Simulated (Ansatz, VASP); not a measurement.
## ZnS in VASP and in Ansatz

```
Zn S
1.0
     0.00000    2.70200    2.70200
     2.70200    0.00000    2.70200
     2.70200    2.70200    0.00000
Zn S
1 1
Direct
  0.75000 0.75000 0.75000
  0.00000 0.00000 0.00000
```

Alike in both runs: task relaxation of cell and atoms; functional BLYP; dispersion D4; k mesh 9 × 9 × 9; occupations fermi-dirac, width 0.05 eV; no spin polarisation.

```csv
,VASP,Ansatz
version,VASP 6.6.1,Ansatz 0.2.0
potentials or method,"VASP PAW PBE potentials, release 64 (Zn, S)",Ansatz PAW
plane-wave cutoff (eV),600,420
valence electrons in the cell,18,18
```

Ansatz gave:

```
relaxed volume (Å³/atom)                                     : 19.73
relaxed cell length with the largest relative difference (Å) : 3.821
```

Problem. What did VASP give for the same quantities?

Solution. Relaxed volume (Å³/atom): 19.76; relaxed cell length with the largest relative difference (Å): 3.823.

VASP's potentials were made for PBE, not for BLYP.

Noted on Ansatz's run: odd divisions of the mesh miss points on the zone boundary, where band edges often lie, so the gap on the mesh can be too wide; the plane-wave basis is chosen anew once the cell has moved, so the energies of steps on either side of that aren't comparable.
